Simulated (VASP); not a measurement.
# Ti (P6_3/mmc) in VASP: settings compared, part 3 of 3

VASP 6.6.1. Earlier steps stand in the parts before.

### 5 Relaxation of cell and atoms, revPBE+D3(BJ)

This run uses another cell than the first one, of 17.64 Å³/atom, 0.986 times its volume.

Contents of INCAR:

```
SYSTEM = Ti
PREC = Accurate
ENCUT = 500
EDIFF = 1E-7
ISMEAR = -1
SIGMA = 0.05
LREAL = .False.
LASPH = .True.
NELM = 120
ALGO = Normal
ISIF = 3
LWAVE = .False.
LCHARG = .False.
GGA = RE
IVDW = 12
IBRION = 2
NSW = 80
EDIFFG = -0.005
GGA_COMPAT = .False.
NELMIN = 4
```

Contents of KPOINTS:

```
Automatic mesh
0
Gamma
  10 10 6
  0 0 0
```

Contents of POSCAR:

```
Ti
1.0
    2.9500000000      0.0000000000      0.0000000000
   -1.4750000000      2.5547749412      0.0000000000
    0.0000000000      0.0000000000      4.6800000000
Ti
2
Direct
    0.6666666667      0.3333333333      0.7500000000
    0.3333333333      0.6666666667      0.2500000000
```

The run is started by

```
cat potpaw_PBE.64/Ti_sv/POTCAR > POTCAR
mpirun -np 1 vasp_std > vasp.out
```

Wall time 97 s (1 thread of Intel Xeon Platinum 8488C (Sapphire Rapids), shared host); peak memory 0.18 GiB.

The run converged. Its results:

| Item | Value |
| --- | --- |
| Free energy | -17.3565 eV |
| Relaxed volume | 16.02 Å³/atom |
| Relaxed cell | a = 2.861 Å, b = 2.861 Å, c = 4.519 Å, α = 90.00°, β = 90.00°, γ = 120.00° |
| Space group after relaxing (to 0.05 Å) | P6_3/mmc (No. 194) |
| Energy gained by relaxing | 54.5 meV/atom |
| Ionic steps | 7 |
| Pressure after relaxing | 0.0 GPa |
| Band gap on the k mesh | zero (band 12 reaches 10.13 eV, above the bottom of band 13 at 9.11 eV) |
| Dispersion energy per atom | -1.219 eV |

The path:
| step | energy change (eV) | largest force (eV/Å) | pressure (GPa) | volume (Å³) |
| --- | --- | --- | --- | --- |
| 1 | 0.0000 | 0.0000 | -10.03 | 35.27 |
| 2 | -0.0508 | 0.0000 | 9.29 | 29.93 |
| 3 | -0.1088 | 0.0000 | -0.08 | 32.05 |
| 4 | -0.1088 | 0.0000 | 0.16 | 31.99 |
| 5 | -0.1089 | 0.0000 | -0.10 | 32.06 |
| 6 | -0.1089 | 0.0000 | -0.10 | 32.06 |
| 7 | -0.1089 | 0.0000 | -0.01 | 32.03 |

Final structure:
```yaml
crystal:
  lattice:
    - [2.86095, 0.00000, 0.00000]
    - [-1.43048, 2.47766, 0.00000]
    - [0.00000, 0.00000, 4.51906]
  atoms:
    - { symbol: Ti, position: [0.66667, 0.33333, 0.75000] }
    - { symbol: Ti, position: [0.33333, 0.66667, 0.25000] }
```

Levels at points of the mesh, in eV from the Fermi level:
| k point | band 9 | band 10 | band 11 | band 12 | band 13 | band 14 | band 15 | band 16 |
| --- | --- | --- | --- | --- | --- | --- | --- | --- |
| (0.00, 0.00, 0.00) | -6.41 | -2.89 | 0.83 | 0.83 | 0.98 | 1.02 | 1.39 | 1.39 |
| (0.50, 0.00, 0.00) | -2.45 | -2.40 | -2.06 | -0.56 | 0.49 | 0.73 | 1.32 | 3.69 |
| (0.00, 0.00, 0.50) | -4.43 | -4.43 | 0.10 | 0.10 | 0.72 | 0.72 | 0.72 | 0.72 |
| (0.50, 0.00, 0.50) | -2.76 | -2.76 | -0.90 | -0.90 | 1.55 | 1.55 | 1.89 | 1.89 |

Caveat: the PAW data sets were made with another functional, which shifts forces and pressure a little; pairwise dispersion overbinds metals, which lowers pressure and volume.

### 6 Relaxation of cell and atoms, PBEsol, target pressure 30 GPa, at which the enthalpy is minimised

This run uses another cell than the first one, of 17.64 Å³/atom, 0.986 times its volume.

Contents of INCAR:

```
SYSTEM = Ti
PREC = Accurate
ENCUT = 600
EDIFF = 1E-7
ISMEAR = -1
SIGMA = 0.05
LREAL = .False.
LASPH = .True.
NELM = 80
ALGO = Normal
ISIF = 3
LWAVE = .False.
LCHARG = .False.
GGA = PS
IBRION = 2
NSW = 60
EDIFFG = -0.01
PSTRESS = 300.0
```

Contents of KPOINTS:

```
regular mesh
0
Gamma
  10 10 6
  0 0 0
```

POSCAR is that of step 5.

Potentials or basis: VASP PAW PBE potentials, release 64 (Ti_sv).

The run is started by

```
cat potpaw_PBE.64/Ti_sv/POTCAR > POTCAR
mpirun -np 1 vasp_std > vasp.out
```

OUTCAR:

```text
SYSTEM = Ti
   PREC = Accurate
   ENCUT = 600
   EDIFF = 1E-7
   ISMEAR = -1
   LREAL = .False.
   LASPH = .True.
   NELM = 80
   ISIF = 3
   GGA = PS
   IBRION = 2
   NSW = 60
   EDIFFG = -0.01
   PSTRESS = 300.0

 ion  position               nearest neighbor table
   1  0.667  0.333  0.750-   2 2.89   2 2.89   2 2.89   2 2.89   2 2.89   2 2.89
   2  0.333  0.667  0.250-   1 2.89   1 2.89   1 2.89   1 2.89   1 2.89   1 2.89

  LATTYP: Found a hexagonal cell.
 ALAT       =     2.9500000000
 C/A-ratio  =     1.5864406780

  Lattice vectors:

 A1 = (   2.9500000000,   0.0000000000,   0.0000000000)
 A2 = (  -1.4750000000,   2.5547749412,   0.0000000000)
 A3 = (   0.0000000000,   0.0000000000,   4.6800000000)

Analysis of symmetry for initial positions (statically):
=====================================================================
 Subroutine PRICEL returns:
 Original cell was already a primitive cell.

 Routine SETGRP: Setting up the symmetry group for a
 hexagonal supercell.

 Subroutine GETGRP returns: Found 24 space group operations
 (whereof 12 operations were pure point group operations)
 out of a pool of 24 trial point group operations.

The static configuration has the point symmetry D_3d.
 The point group associated with its full space group is D_6h.

Analysis of symmetry for dynamics (positions and initial velocities):
=====================================================================
 Subroutine PRICEL returns:
 Original cell was already a primitive cell.
[... 154 lines left out ...]
  ext. energy  EPLUGINS =         0.00000000
  ---------------------------------------------------
  free energy    TOTEN  =       -16.64890005 eV

  energy without entropy =      -16.62891097  energy(sigma->0) =      -16.63890551

 E-fermi :   8.0374     XC(G=0): -11.5624

 val. band max:        8.0259332023   @ k =   0.1000   0.1000   0.1667
 cond. band min:       8.0385255528   @ k =   0.0000   0.0000   0.3333
 fundamental gap:      0.0125923505
 Fermi energy:         8.0374474366

 k-point     1 :       0.0000    0.0000    0.0000
  band No.  band energies     occupation
      1     -48.6059      2.00000
      2     -48.4754      2.00000
      3     -25.2812      2.00000
      4     -24.6582      2.00000
      5     -24.6582      2.00000
      6     -24.5994      2.00000
[... 556 lines left out ...]
  energy  without entropy=      -16.3461797778  energy(sigma->0) =      -16.35336428

  enthalpy is  TOTEN    =       -11.0216865357 eV   P V=        5.3388622500

[... ionic steps 4 to 7 ...]

--------------------------------------- Ionic step        8  -------------------------------------------

 number of electron      24.0000005 magnetization

------------------------ aborting loop because EDIFF is reached ----------------------------------------
[... 71 lines left out ...]
--------------------------------------- Ionic step       10  -------------------------------------------

 number of electron      24.0000005 magnetization

 Free energy of the ion-electron system (eV)
  ---------------------------------------------------
  ext. energy  EPLUGINS =         0.00000000
  ---------------------------------------------------
  free energy    TOTEN  =       -16.22180781 eV

  energy without entropy =      -16.20827004  energy(sigma->0) =      -16.21503892

 E-fermi :  10.8210     XC(G=0): -12.7642

 val. band max:       10.8057819707   @ k =   0.2000   0.2000   0.5000
 cond. band min:      10.8797473162   @ k =   0.0000   0.0000   0.5000
 fundamental gap:      0.0739653455
 Fermi energy:        10.8209792950

 k-point     1 :       0.0000    0.0000    0.0000
  band No.  band energies     occupation
      1     -45.4939      2.00000
      2     -45.1623      2.00000
      3     -22.5106      2.00000
      4     -21.2323      2.00000
      5     -21.2323      2.00000
      6     -21.0724      2.00000
[... 480 lines left out ...]
  energy  without entropy=      -16.2082700382  energy(sigma->0) =      -16.21503892

  enthalpy is  TOTEN    =       -11.0372578475 eV   P V=        5.1845499621

 reached required accuracy - stopping structural energy minimisation
```

OSZICAR:

```text
N       E                     dE             d eps       ncg     rms          rms(c)
DAV:   1     0.260187881755E+03    0.26019E+03   -0.14735E+04  1792   0.203E+03
DAV:   2     0.101817709498E+02   -0.25001E+03   -0.24861E+03  1832   0.520E+02
DAV:   3    -0.178287334416E+02   -0.28011E+02   -0.27865E+02  3536   0.140E+02
[... 120 lines left out ...]
DAV:   3    -0.162218066630E+02    0.66729E-04   -0.26374E-04  2600   0.175E-01    0.149E-02
DAV:   4    -0.162218071854E+02   -0.52237E-06   -0.22163E-05  2032   0.688E-02    0.659E-03
DAV:   5    -0.162218076352E+02   -0.44976E-06   -0.23230E-06  2720   0.152E-02    0.318E-03
DAV:   6    -0.162218077760E+02   -0.14085E-06   -0.33693E-07  1776   0.895E-03    0.723E-04
DAV:   7    -0.162218078096E+02   -0.33642E-07   -0.60582E-08  1000   0.333E-03
  10 F= -.11037258E+02 E0= -.11030489E+02  d E =-.139631E-03
```

It took 3.7 min on 1 thread of Intel Xeon Platinum 8259CL at 2.50GHz (Skylake/Cascade Lake), shared host; peak memory 0.19 GiB.

What came out:

- Free energy: -16.2218 eV
- Relaxed volume: 13.84 Å³/atom
- Relaxed cell: a = 2.717 Å, b = 2.717 Å, c = 4.330 Å, α = 90.00°, β = 90.00°, γ = 120.00°
- Space group after relaxing (to 0.05 Å): P6_3/mmc (No. 194)
- Energy change on relaxing (the enthalpy is what falls): +213.5 meV/atom
- Ionic steps: 10
- Pressure after relaxing: 30.0 GPa
- Band gap on the k mesh: zero (band 12 reaches 11.69 eV, above the bottom of band 13 at 10.59 eV)

Step by step:
| step | energy change (eV) | largest force (eV/Å) | pressure (GPa) | volume (Å³) |
| --- | --- | --- | --- | --- |
| 1 | 0.0000 | 0.0000 | -5.91 | 35.27 |
| 2 | 5.1942 | 0.0000 | 170.50 | 18.70 |
| 3 | 0.2884 | 0.0000 | 24.10 | 28.51 |
| 4 | 0.3989 | 0.0000 | 28.88 | 27.84 |
| 5 | 0.4261 | 0.0000 | 30.00 | 27.70 |
| 6 | 0.4527 | 0.0000 | 31.07 | 27.56 |
| 7 | 0.3918 | 0.0000 | 28.56 | 27.88 |
| 8 | 0.4229 | 0.0000 | 29.86 | 27.71 |
| 9 | 0.4255 | 0.0000 | 29.94 | 27.70 |
| 10 | 0.4271 | 0.0000 | 29.99 | 27.69 |

Final structure:
```xyz
2
Lattice="2.7174 0.0000 0.0000 -1.3587 2.3534 0.0000 0.0000 0.0000 4.3296" Properties=species:S:1:pos:R:3 pbc="T T T"
Ti    1.3587    0.7845    3.2472
Ti    0.0000    1.5689    1.0824
```

Caveat: the cell is relaxed towards a set pressure, so the enthalpy falls and the energy may rise; the volume moved by over 15 % at a fixed basis, so the end points are rough; the PAW data sets were made with another functional, which shifts forces and pressure a little.

### 7 Summary

| task | level | cell | cutoff (eV) | smearing | gap on the mesh (eV) | pressure (GPa) | relaxed volume (Å³/atom) |
| --- | --- | --- | --- | --- | --- | --- | --- |
| single point | RPBE | a = 2.968, b = 2.968, c = 4.691 Å, angles 90.0, 90.0, 120.0°, 2 atoms | 500 | methfessel-paxton 0.2 eV | none | -0.3 | - |
| relaxation of cell and atoms | RPBE | relaxed from a = 2.950, b = 2.950, c = 4.680 Å, angles 90.0, 90.0, 120.0°, 2 atoms | 500 | methfessel-paxton 0.2 eV | none | 0.0 | 17.84 |
| relaxation of cell and atoms | revPBE | relaxed from a = 2.950, b = 2.950, c = 4.680 Å, angles 90.0, 90.0, 120.0°, 2 atoms | 500 | fermi-dirac 0.05 eV | none | 0.0 | 17.72 |
| relaxation of cell and atoms | revPBE+D3(BJ) | relaxed from a = 2.950, b = 2.950, c = 4.680 Å, angles 90.0, 90.0, 120.0°, 2 atoms | 500 | fermi-dirac 0.05 eV | none | 0.0 | 16.02 |
| relaxation of cell and atoms | PBEsol | relaxed to 30 GPa from a = 2.950, b = 2.950, c = 4.680 Å, angles 90.0, 90.0, 120.0°, 2 atoms | 600 | fermi-dirac 0.05 eV | none | 30.0 | - |

Alike in all rows: potentials or basis VASP PAW PBE potentials, release 64 (Ti_sv); no spin polarisation; k mesh 10 × 10 × 6.

Caveats: the PAW data sets were made with another functional, which shifts forces and pressure a little; pairwise dispersion overbinds metals, which lowers pressure and volume (some runs); the cell is relaxed towards a set pressure, so the enthalpy falls and the energy may rise (some runs); the volume moved by over 15 % at a fixed basis, so the end points are rough (some runs).

Total energies depend on the potentials used, so only differences within one code and one set of settings carry meaning.
